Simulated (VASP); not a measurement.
# PbI2: single point with PBE

The system is PbI2.

```xyz
3
Lattice="4.5550 0.0000 0.0000 -2.2775 3.9447 0.0000 0.0000 0.0000 6.9770" Properties=species:S:1:pos:R:3 pbc="T T T"
Pb    0.0000    0.0000    0.0000
I     0.0000    2.6298    1.8489
I     2.2775    1.3149    5.1281
```

| Property | Result |
| --- | --- |
| Program | VASP 6.6.1 |
| Task | single point |
| Functional | PBE |
| Potentials or basis | VASP PAW PBE potentials, release 64 (Pb_d, I) |
| Cutoff | 500 eV |
| k mesh | 6 × 6 × 2 |
| Occupations | gaussian, width 0.1 eV |
| Spin | no spin polarisation |

```
Pressure               : 1.8 GPa
Largest force          : 0.171 eV/Å
Band gap on the k mesh : 2.22 eV, direct
```

Forces on the atoms (eV/Å):
```
Pb   0.000  0.000  0.000
I    0.000  0.000  0.171
I    0.000  0.000 -0.171
```

Stress tensor (GPa, compression positive):
```
1.80 0.00 0.00
0.00 1.80 0.00
0.00 0.00 1.88
```

Levels at points of the mesh, in eV from the valence-band top:
```tsv
k point	band 11	band 12	band 13	band 14	band 15	band 16	band 17	band 18
(0.00, 0.00, 0.00)	-1.03	-0.94	-0.94	-0.71	2.46	3.35	3.35	6.41
(0.50, 0.00, 0.00)	-2.10	-1.57	-0.78	-0.38	2.87	3.70	4.75	5.07
(0.00, 0.00, 0.50)	-1.16	-0.76	-0.76	0.00	2.22	3.17	3.17	6.41
(0.50, 0.00, 0.50)	-1.73	-1.35	-1.14	-0.66	3.24	3.74	4.16	5.79
```

Wall time 62 s on 1 thread of Intel(R) Xeon(R) Platinum 8259CL CPU @ 2.50GHz (Skylake/Cascade Lake), with other jobs on the host, peak memory 0.24 GiB.

Caveat: the k points lie up to 0.45 Å⁻¹ apart; spin-orbit coupling is left out, which moves the levels of the heavy elements; this functional lacks dispersion, which binds the layers, so the pressure and a relaxed spacing across them are unreliable. A k mesh can miss the band edges.
